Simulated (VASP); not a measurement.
Input of a VASP 6.6.1 run:

INCAR

```
ALGO = Normal ; EDIFF = 1E-6
ENCUT = 520 ; GGA = PS
ISIF = 2 ; ISMEAR = -1
LASPH = True ; LCHARG = False
LREAL = False ; LWAVE = False
NBANDS = 17 ; NELM = 60
PREC = Accurate ; SIGMA = 0.1
```

File KPOINTS:

```
k-points
0
Gamma
  17 17 9
```

Contents of POSCAR:

```
Ni
1.0
    2.3764891516      0.0000000000      0.0000000000
   -1.1882445758      2.0580999771      0.0000000000
    0.0000000000      0.0000000000      3.9074049525
Ni
2
Direct
    0.3333333333      0.6666666667      0.2500000000
    0.6666666667      0.3333333333      0.7500000000
```

Potentials or basis: VASP PAW PBE potentials, release 64 (Ni).

Launch:

```console
$ cat potpaw_PBE.64/Ni/POTCAR > POTCAR
$ mpirun -np 1 vasp_std > vasp.out
```

(1) Estimate the pressure.

(2) Predict the band gap on the k mesh.

## Answers

(1) 23.0 GPa.

(2) zero (band 10 reaches 11.14 eV, above the bottom of band 11 at 10.56 eV).

Caveat: the PAW data sets were made with another functional, which shifts forces and pressure a little; the run has no spin polarisation, though such a crystal can be magnetic.
